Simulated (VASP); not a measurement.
# Ge in VASP: a series of runs

The runs below take Ge through single point, with PBE+D3(BJ).

All numbers are computed with VASP 6.6.1; they aren't measurements. Logs are shortened: lines on timing, memory, paths and dates and some standing lists are left out, and cuts for length are marked.

## (1) The cell of the first run

The cell holds a slab with vacuum, 4 atoms: a = 4.023 Å, b = 4.023 Å, c = 18.869 Å, α = 90.00°, β = 90.00°, γ = 120.00°.

## (2) Single point, PBE+D3(BJ)

INCAR reads:

```
SYSTEM = Ge
ALGO = Normal ; DIPOL = 0.5 0.5 0.377
EDIFF = 1E-7 ; ENCUT = 520
GGA = PE ; IDIPOL = 3
ISIF = 2 ; ISMEAR = 0
IVDW = 12 ; LASPH = .True.
LCHARG = .False. ; LDIPOL = .True.
LREAL = .False. ; LWAVE = .False.
NBANDS = 36 ; NELM = 80
PREC = Accurate ; SIGMA = 0.1
```

KPOINTS reads:

```
k-points
0
Gamma
  9 9 1
  0 0 0
```

POSCAR reads:

```
Ge
1.0
    4.0226895311      0.0000000000      0.0000000000
   -2.0113447656      3.4837513255      0.0000000000
    0.0000000000      0.0000000000     18.8685220517
Ge
4
Direct
    0.3333333333      0.6666666667      0.2747571332
    0.6666666667      0.3333333333      0.2384924472
    0.4444444444      1.8888888889      0.5150653573
    0.7777777778      1.5555555556      0.4788006714
```

Potentials or basis: VASP PAW PBE potentials, release 64 (Ge_d).

Command:

```console
> cat potpaw_PBE.64/Ge_d/POTCAR > POTCAR
> mpirun -np 1 vasp_std > vasp.out
```

OUTCAR:

```text
SYSTEM = Ge
   EDIFF = 1E-7
   ENCUT = 520
   GGA = PE
   ISIF = 2
   ISMEAR = 0
   IVDW = 12
   LASPH = .True.
   LREAL = .False.
   NELM = 80
   PREC = Accurate
 IVDW          = 12

 ion  position               nearest neighbor table
   1  0.333  0.667  0.275-   2 2.42   2 2.42   2 2.42
   2  0.667  0.333  0.238-   1 2.42   1 2.42   1 2.42
   3  0.444  0.889  0.515-   4 2.42   4 2.42   4 2.42
   4  0.778  0.556  0.479-   3 2.42   3 2.42   3 2.42

  LATTYP: Found a hexagonal cell.
 ALAT       =     4.0226895311
 C/A-ratio  =     4.6905240650

  Lattice vectors:

 A1 = (   4.0226895311,   0.0000000000,   0.0000000000)
 A2 = (  -2.0113447656,   3.4837513255,   0.0000000000)
 A3 = (   0.0000000000,   0.0000000000,  18.8685220517)

Analysis of symmetry for initial positions (statically):
=====================================================================
 Subroutine PRICEL returns:
 Original cell was already a primitive cell.

 Routine SETGRP: Setting up the symmetry group for a
 hexagonal supercell.

 Subroutine GETGRP returns: Found  4 space group operations
 (whereof  2 operations were pure point group operations)
 out of a pool of 24 trial point group operations.

The static configuration has the point symmetry C_1h.
 The point group associated with its full space group is C_2h.

Analysis of symmetry for dynamics (positions and initial velocities):
=====================================================================
 Subroutine PRICEL returns:
 Original cell was already a primitive cell.

 Routine SETGRP: Setting up the symmetry group for a
 hexagonal supercell.

 Subroutine GETGRP returns: Found  4 space group operations
 (whereof  2 operations were pure point group operations)
 out of a pool of 24 trial point group operations.

The dynamic configuration has the point symmetry C_1h.
 The point group associated with its full space group is C_2h.

 Subroutine INISYM returns: Found  4 space group operations
 (whereof  2 operations are pure point group operations),
 and found     1 'primitive' translations

----------------------------------------------------------------------------------------

                                     Primitive cell

  volume of cell :     264.4244

[... 95 lines left out ...]
   IBRION =     -1    ionic relax: 0-MD 1-quasi-New 2-CG
   NFREE  =      0    steps in history (QN), initial steepest desc. (CG)
   ISIF   =      2    stress and relaxation
   ISYM   =      2    0-nonsym 1-usesym 2-fastsym
   POTIM  = 0.5000    time-step for ionic-motion
   TEBEG  =    0.0;   TEEND  =   0.0 temperature during run
   PSTRESS=    0.0 pullay stress
   NELECT =      56.0000    total number of electrons
   NUPDOWN=      -1.0000    fix difference up-down
   EMIN   =  10.00;   EMAX   =-10.00  energy-range for DOS
   EFERMI =   0.00;   METHOD = LEGACY
   ISMEAR =     0;   SIGMA  =   0.10  broadening in eV -4-tet -1-fermi 0-gaus
   EFERMI_NEDOS =   21; number of points for ismear=-14 and -15
   IALGO  =     38    algorithm
   IMIX   =      4    mixing-type and parameters
     AMIX     =   0.40;   BMIX     =  1.00
     AMIX_MAG =   1.60;   BMIX_MAG =  1.00
  volume/ion in A,a.u.               =      66.11       446.11
  Fermi-wavevector in a.u.,A,eV,Ry     =   0.975821  1.844035 12.955840  0.952227
  Thomas-Fermi vector in A             =   2.106391
   LORBIT       =      0    0 simple, 1 ext, 2 COOP (PROOUT), +10 PAW based schemes
   GGA     = PE    functional components
   LHFCALC =     F    Hartree Fock is set to
   AEXX    =    0.0000 exact exchange contribution
   IVDW    =    12    specifies the selected vdW correction
   LEPSILON=     F    determine dielectric tensor
   LRPA    =     F    only Hartree local field effects (RPA)
 non-spin polarized calculation
 Gauss-broadening in eV      SIGMA  =   0.10
  energy-cutoff  :      520.00
  volume of cell :      264.42
 maximum number of plane-waves:      7165
 NGX is ok and might be reduce to    30
   NGX = 15   NGY = 15   NGZ = 71

 dipolmoment           0.000000      0.000000      0.000150 electrons x Angstroem

 number of electron      55.9999986 magnetization

 dipolmoment           0.000000      0.000000     -0.000004 electrons x Angstroem

 Free energy of the ion-electron system (eV)
  ---------------------------------------------------
  ext. energy  EPLUGINS =         0.00000000
  ---------------------------------------------------
  free energy    TOTEN  =       -16.17804377 eV

  energy without entropy =      -16.17804167  energy(sigma->0) =      -16.17804272

 E-fermi :  -1.3768     XC(G=0):  -4.4020

 val. band max:       -1.6469966264   @ k =   0.3333   0.3333   0.0000
 cond. band min:      -1.0936763250   @ k =   0.4444   0.1111   0.0000
 fundamental gap:      0.5533203014
 Fermi energy:        -1.3768314161

 k-point     1 :       0.0000    0.0000    0.0000
  band No.  band energies     occupation
      1     -25.8592      2.00000
      2     -25.8591      2.00000
      3     -25.8589      2.00000
      4     -25.8589      2.00000
      5     -25.8088      2.00000
      6     -25.8085      2.00000
[... 925 lines left out ...]
     35       4.3350      0.00000
     36       5.3123      0.00000

 [... further k-points ...]

------------------------ aborting loop because EDIFF is reached ----------------------------------------

 vacuum level on the upper side and lower side of the slab       (xc-potential included)        -0.068        -0.066

 Edisp (eV)   -0.80548

 E8    (eV) :    -0.3699

  FORCE on cell =-STRESS in cart. coord.  units (eV):
  Direction    XX          YY          ZZ          XY          YZ          ZX
  --------------------------------------------------------------------------------------
  -------------------------------------------------------------------------------------
  Total      -0.25641    -0.19929    -0.53264     0.00000     0.10023    -0.00000
  in kB      -1.55362    -1.20753    -3.22731     0.00000     0.60733    -0.00000
  external pressure =       -2.00 kB  Pullay stress =        0.00 kB

 VOLUME and BASIS-vectors are now :
 -----------------------------------------------------------------------------
  energy-cutoff  :      520.00
  volume of cell :      264.42
      direct lattice vectors                 reciprocal lattice vectors
     4.022689531  0.000000000  0.000000000     0.248589903  0.143523447  0.000000000
    -2.011344766  3.483751326  0.000000000     0.000000000  0.287046895  0.000000000
     0.000000000  0.000000000 18.868522052     0.000000000  0.000000000  0.052998322

 POSITION                                       TOTAL-FORCE (eV/Angst)
 -----------------------------------------------------------------------------------
     -0.00000      2.32250      5.18426         0.000000     -0.005093      0.124663
      2.01134      1.16125      4.50000         0.000000     -0.015431     -0.000078
     -0.00000      3.09667      9.71852        -0.000000      0.015431      0.000078
      2.01134      1.93542      9.03426        -0.000000      0.005093     -0.124663
 -----------------------------------------------------------------------------------
    total drift:                               -0.000004      0.000003     -0.000034

  FREE ENERGIE OF THE ION-ELECTRON SYSTEM (eV)
  ---------------------------------------------------
  free  energy   TOTEN  =       -16.9835273036 eV

  energy  without entropy=      -16.9835251965  energy(sigma->0) =      -16.98352625

 vacuum level on the upper side and lower side of the slab         3.073         3.075
```

It took 4.7 min on 1 thread of Intel Xeon Platinum 8488C (Sapphire Rapids), shared host; peak memory 0.44 GiB.

Results:

```yaml
Free_energy: -16.9835 eV
Largest_force: 0.125 eV/Å
Band_gap_on_the_k_mesh: 0.55 eV, indirect (least direct gap 0.58 eV)
Dispersion_energy_per_atom: -0.201 eV
```

Forces in eV/Å, atoms in the order of the input:
```
Ge   0.000 -0.005  0.125
Ge   0.000 -0.015  0.000
Ge   0.000  0.015  0.000
Ge   0.000  0.005 -0.125
```

[end of part 1 of 2]
